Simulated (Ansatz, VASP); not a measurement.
**Al2O3: VASP beside Ansatz**

```
CELL_PARAMETERS angstrom
2.30585 1.33129 4.75436
-2.30585 1.33129 4.75436
0.00000 -2.66257 4.75436
ATOMIC_POSITIONS crystal
Al 0.86356 0.86356 0.86356
Al 0.63644 0.63644 0.63644
Al 0.13644 0.13644 0.13644
Al 0.36356 0.36356 0.36356
O 0.05616 0.44384 0.75000
O 0.75000 0.05616 0.44384
O 0.44384 0.75000 0.05616
O 0.94384 0.55616 0.25000
O 0.25000 0.94384 0.55616
O 0.55616 0.25000 0.94384
```

Alike in both runs: task single point; functional PBE; k mesh 6 × 6 × 6; occupations gaussian, width 0.05 eV; no spin polarisation.

|  | VASP | Ansatz |
| --- | --- | --- |
| version | VASP 6.6.1 | Ansatz 0.2.0 |
| potentials or method | VASP PAW PBE potentials, release 64 (Al, O), cutoff 520 eV | scalar-relativistic, plane waves, PAW |
| valence electrons in the cell | 48 | 48 |

```csv
,VASP,Ansatz,Ansatz less VASP
gap on the k mesh at the Fermi level (eV),5.03,5.04,+0.004
least direct gap on the mesh (eV),5.03,5.04,+0.004
pressure (GPa),10.7,10.7,+0.04
"traceless stress, the component that is largest in VASP (GPa)",-35.90,-35.67,+0.234
rms of the force components (eV/Å),0.789,0.778,-0.0106
```

Atom by atom the forces differ by 0.012 eV/Å (rms over components). With one functional, cell and mesh, what is left measures potentials, basis and numerics.
